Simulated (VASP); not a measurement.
B, 1 atom in the cell. It takes space group Pm-3m (No. 221, cubic). The conventional cell has a = 1.840 Å, b = 1.840 Å, c = 1.840 Å, α = 90.00°, β = 90.00°, γ = 90.00°. Within 2.4 Å of B (site symmetry m-3m) lie 6 B at 1.84 Å.  This cell differs from its parent crystal: volume scaled by 0.92.

| Property | Result |
| --- | --- |
| Program | VASP 6.6.1 |
| Task | single point |
| Functional | revPBE |
| Potentials or basis | VASP PAW PBE potentials, release 64 (B) |
| Cutoff | 520 eV |
| k mesh | 18 × 18 × 18 |
| Occupations | fermi-dirac, width 0.1 eV |
| Spin | no spin polarisation |
| Dipole correction | no |
| Further INCAR settings | ALGO = Normal; EDIFF = 1e-06; NBANDS = 8 |

Potentials or basis: VASP PAW PBE potentials, release 64 (B).

Run with:

```console
$ cat potpaw_PBE.64/B/POTCAR > POTCAR
$ mpirun -np 1 vasp_std > vasp.out
```

Hardware: 1 thread of Intel(R) Xeon(R) 6975P-C (Granite Rapids), with other jobs on the host.

Q: How long does it take, and how much memory?

A: Wall time 2.1 s on 1 thread of Intel(R) Xeon(R) 6975P-C (Granite Rapids), with other jobs on the host, peak memory 0.11 GiB. Counts: scf iterations 9, k points 220.
